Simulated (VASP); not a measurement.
Wanted: the native input for a VASP 6.6.1 run.

- Task: single point
- Functional: PBE-based screened hybrid
- Potentials or basis: VASP PAW PBE potentials, release 64 (Al, N)
- Cutoff: 520 eV
- k mesh: 5 × 5 × 4
- Occupations: fermi-dirac, width 0.05 eV
- Spin: no spin polarisation
- Dipole correction: no
- Grid for exact exchange (PRECFOCK): Normal
- Share of exact exchange: 0.15
- Further INCAR settings: ALGO = Normal; EDIFF = 1e-07; NBANDS = 16
- Screening parameter: 0.2 1/Å

AlN:

```
Al N
1.0
     3.31212    0.00000    0.00000
    -1.65606    2.86838    0.00000
     0.00000    0.00000    4.18756
Al N
2 2
Direct
  0.66667 0.33333 0.25000
  0.33333 0.66667 0.75000
  0.66667 0.33333 0.75000
  0.33333 0.66667 0.25000
```

The input as run:

POSCAR

```
AlN
1.0
    3.3121157418      0.0000000000      0.0000000000
   -1.6560578709      2.8683763727      0.0000000000
    0.0000000000      0.0000000000      4.1875630000
Al N
2 2
Direct
    0.6666666667      0.3333333333      0.2500000000
    0.3333333333      0.6666666667      0.7500000000
    0.6666666667      0.3333333333      0.7500000000
    0.3333333333      0.6666666667      0.2500000000
```

INCAR.step1

```
SYSTEM = AlN
PREC     = Accurate       ! precision mode
ENCUT    = 520            ! plane-wave cutoff, eV
EDIFF    = 1E-5           ! SCF threshold, eV
ISMEAR   = -1             ! smearing method
SIGMA    = 0.05           ! smearing width, eV
LREAL    = .False.        ! projectors in reciprocal space
LASPH    = .True.         ! aspherical terms in the spheres
NELM     = 100            ! most SCF steps
ALGO     = Normal         ! electronic algorithm
ISIF     = 2              ! what is computed and relaxed
LWAVE    = .True.         ! write WAVECAR
LCHARG   = .False.        ! write CHGCAR
GGA      = PE             ! functional
NBANDS   = 16             ! bands
```

INCAR.step2

```
SYSTEM = AlN
PREC     = Accurate       ! precision mode
ENCUT    = 520            ! plane-wave cutoff, eV
EDIFF    = 1E-7           ! SCF threshold, eV
ISMEAR   = -1             ! smearing method
SIGMA    = 0.05           ! smearing width, eV
LREAL    = .False.        ! projectors in reciprocal space
LASPH    = .True.         ! aspherical terms in the spheres
NELM     = 100            ! most SCF steps
ALGO     = Normal         ! electronic algorithm
ISIF     = 2              ! what is computed and relaxed
LWAVE    = .False.        ! write WAVECAR
LCHARG   = .False.        ! write CHGCAR
GGA      = PE             ! functional
LHFCALC  = .True.         ! exact exchange
AEXX     = 0.15           ! exact-exchange fraction
HFSCREEN = 0.2            ! screening, 1/A
PRECFOCK = Normal       
ISTART   = 1            
NBANDS   = 16             ! bands
```

KPOINTS

```
Automatic mesh
0
Gamma
  5 5 4
  0 0 0
```

Potentials or basis: VASP PAW PBE potentials, release 64 (Al, N).

Run with:

```console
$ cat potpaw_PBE.64/Al/POTCAR potpaw_PBE.64/N/POTCAR > POTCAR
$ cp INCAR.step1 INCAR
$ mpirun -np 1 vasp_std > vasp.out
$ cp INCAR.step2 INCAR
$ mpirun -np 1 vasp_std > vasp.out
```

It gave:

```json
{"Pressure": "-3.5 GPa", "Band gap on the k mesh": "4.03 eV, direct"}
```

Caveat: the k points lie up to 0.44 Å⁻¹ apart; the PAW data sets were made with another functional, which shifts forces and pressure a little.

Run time: 18 min on 1 thread of Oxide Virtual Turin-like Processor, on a shared host, peak memory 0.23 GiB.
